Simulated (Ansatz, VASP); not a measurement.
**Two plane-wave programs on In3GaSb2N2**

```
CELL_PARAMETERS angstrom
0.00000 -3.23909 0.00000
-5.84534 0.00000 -0.01577
0.18963 0.00000 -9.57567
ATOMIC_POSITIONS crystal
In 0.50000 0.49228 0.13561
In 0.50000 0.05098 0.35811
In 0.00000 0.57265 0.80056
Ga 0.00000 0.98839 0.03552
Sb 0.50000 0.55791 0.43922
Sb 0.00000 0.07454 0.74618
N 0.00000 0.65078 0.02744
N 0.50000 0.11246 0.12416
```

Alike in both runs: task single point; functional PBE; k mesh 6 × 4 × 2; occupations gaussian, width 0.2 eV; no spin polarisation.

|  | VASP | Ansatz |
| --- | --- | --- |
| version | VASP 6.6.1 | Ansatz 0.2.0 |
| potentials or method | VASP PAW PBE potentials, release 64 (In_d, Ga_d, Sb, N), cutoff 520 eV | scalar-relativistic, plane waves, PAW |
| valence electrons in the cell | 72 | 92 |

Ansatz gave:

- gap on the k mesh at the Fermi level (eV): none
- pressure (GPa): -0.1
- traceless stress, the component that is largest in VASP (GPa): -0.69
- rms of the force components (eV/Å): 0.014

Q: What did VASP give for the same quantities?

A: gap on the k mesh at the Fermi level (eV): none; pressure (GPa): -0.1; traceless stress, the component that is largest in VASP (GPa): -0.70; rms of the force components (eV/Å): 0.017.

Atom by atom the forces differ by 0.007 eV/Å (rms over components). A gap of «none» marks a metal or a gap that the smearing closes. VASP's potentials hold 72 valence electrons a cell and Ansatz's 92, so a difference there can come from the potentials and not from the codes.

Spin-orbit coupling is off throughout.
